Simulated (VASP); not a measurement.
Wanted: the native input for a VASP 6.6.1 run.

| Quantity | Value |
| --- | --- |
| Task | single point |
| Functional | PBE |
| Potentials or basis | VASP PAW PBE potentials, release 64 (Co, Fe, Zr_sv) |
| Cutoff | 400 eV |
| k mesh | 1 × 1 × 1, shifted |
| Occupations | fermi-dirac, width 0.2249 eV |
| Spin | no spin polarisation |
| Dipole correction | no |
| Mended | yes |
| Further INCAR settings | LREAL = Auto; ALGO = Normal; EDIFF = 1e-06; NBANDS = 105; ISYM = -1 |

The structure of ZrFe5Co14 lies in POSCAR:

```
ZrFe5Co14
1.0
    6.0449880000     -0.0587590000     -0.2216450000
   -0.0587590000      6.4854100000     -0.0245630000
   -0.2216450000     -0.0245630000      6.0708720000
Co Fe Zr
14 5 1
Direct
    0.6833574632      0.1295936946      0.0679819925
    0.9786273507      0.6130853552      0.7711895548
    0.8611347309      0.9543659544      0.4199441692
    0.4287019586      0.3687426553      0.2532754885
    0.8285346361      0.5061336287      0.3909225429
    0.5968528703      0.4837353966      0.9645768264
    0.2295942132      0.7804915377      0.6510156404
    0.4885065855      0.7582874399      0.2666932949
    0.5184975728      0.8726814507      0.8758542544
    0.8871111276      0.7331927430      0.0992869161
    0.7257109710      0.2044698936      0.6752449405
   -0.0278953816      0.9501001928      0.8602937830
    0.4934877696      0.0735031604      0.4396565361
    0.5163562785      0.5838858443      0.5818717271
    0.2273356401      0.9813960969      0.1538918693
    0.3406092931      0.1788252546      0.9211103169
    0.2801238840      0.6475642433      0.9773569890
    1.0324261208      0.3475832863      0.0444894532
    0.1694740908      0.6055590582      0.3218110071
    0.1335812542      0.2186826684      0.5337973061
```

These files were run (other wordings do the same):

INCAR

```
PREC = Accurate
ENCUT = 400
EDIFF = 1E-6
ISMEAR = -1
SIGMA = 0.2249
LREAL = Auto
LASPH = True
NELM = 120
ALGO = Normal
ISIF = 2
LWAVE = False
LCHARG = False
GGA = PE
NBANDS = 105
ISYM = -1
GGA_COMPAT = False
```

KPOINTS

```
explicit points
1
Reciprocal
  0.25000000   0.25000000   0.25000000 1
```

Potentials or basis: VASP PAW PBE potentials, release 64 (Co, Fe, Zr_sv).

The run is started by

```bash
$ cat potpaw_PBE.64/Co/POTCAR potpaw_PBE.64/Fe/POTCAR potpaw_PBE.64/Zr_sv/POTCAR > POTCAR
$ mpirun -np 1 vasp_std > vasp.out
```

It gave:

- Pressure: 4.4 GPa
- Largest force: 5.821 eV/Å

Caveat: the atoms stand as in a frame of molecular dynamics; the run has no spin polarisation, though such a crystal can be magnetic.

Run time: 100 s on 1 thread of Intel(R) Xeon(R) 6975P-C (Granite Rapids), on a shared host, peak memory 0.25 GiB.
